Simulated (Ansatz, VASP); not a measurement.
AgCl: VASP beside Ansatz

File INCAR:

```
  PREC = Accurate
  ENCUT = 520
  EDIFF = 1E-8
  ISMEAR = -1
  SIGMA = 0.02
  LREAL = False
  LASPH = True
  NELM = 80
  ALGO = Normal
  ISIF = 2
  LWAVE = False
  LCHARG = False
  LEFG = True
  NBANDS = 16
```

The input KPOINTS:

```
Automatic mesh
0
Gamma
  8 8 8
```

The input POSCAR:

```
AgCl
1.0
    0.0000000000      2.7731500000      2.6899555000
    2.7731500000      0.0000000000      2.6899555000
    2.7731500000      2.7731500000      0.0000000000
Ag Cl
1 1
Direct
    0.5000000000      0.5000000000      0.5000000000
    0.0000000000      0.0000000000      0.0000000000
```

Input for Ansatz:

```yaml
crystal:
  lattice:
    - [0.0, 2.77315, 2.6899555]
    - [2.77315, 0.0, 2.6899555]
    - [2.77315, 2.77315, 0.0]
  atoms:
    - { symbol: Ag, position: [0.5, 0.5, 0.5] }
    - { symbol: Cl, position: [0.0, 0.0, 0.0] }
kpoints:
  mp_grid: { grid: [8, 8, 8] }
scf:
  occupations: { method: fermi_dirac, width: 0.02 }
hamiltonian:
  xc: lda
  pseudopotentials: { kind: all_electron, datasets: crystal }
output:
  forces: true
  stress: true
  eigenvalues: true
  efg: { contact_densities: true }
```

Change from the starting cell: zz strain of -3 %, crystal datasets.

Alike in both runs: task electric field gradients; functional LDA; k mesh 8 × 8 × 8; occupations fermi-dirac, width 0.02 eV; no spin polarisation.

```csv
,VASP,Ansatz
version,VASP 6.6.1,Ansatz 0.2.0
potentials or method,"VASP PAW LDA potentials, release 64 (Ag, Cl), cutoff 520 eV","all-electron PAW with datasets made for the crystal, scalar-relativistic"
```

Ansatz gave:

```
pressure (GPa)                                                : -4.2
traceless stress, the component that is largest in VASP (GPa) : 0.30
size of Vzz on the site where it differs most (V/Å²)          : 14.4
```

Problem. What did VASP give for the same quantities?

Solution. Pressure (GPa): -4.2; traceless stress, the component that is largest in VASP (GPa): 0.31; size of Vzz on the site where it differs most (V/Å²): 19.2.

LDA's correlation is that of Perdew and Zunger in VASP and of Perdew and Wang (1992) in Ansatz. Ansatz ran all-electron here, and VASP with PAW potentials.
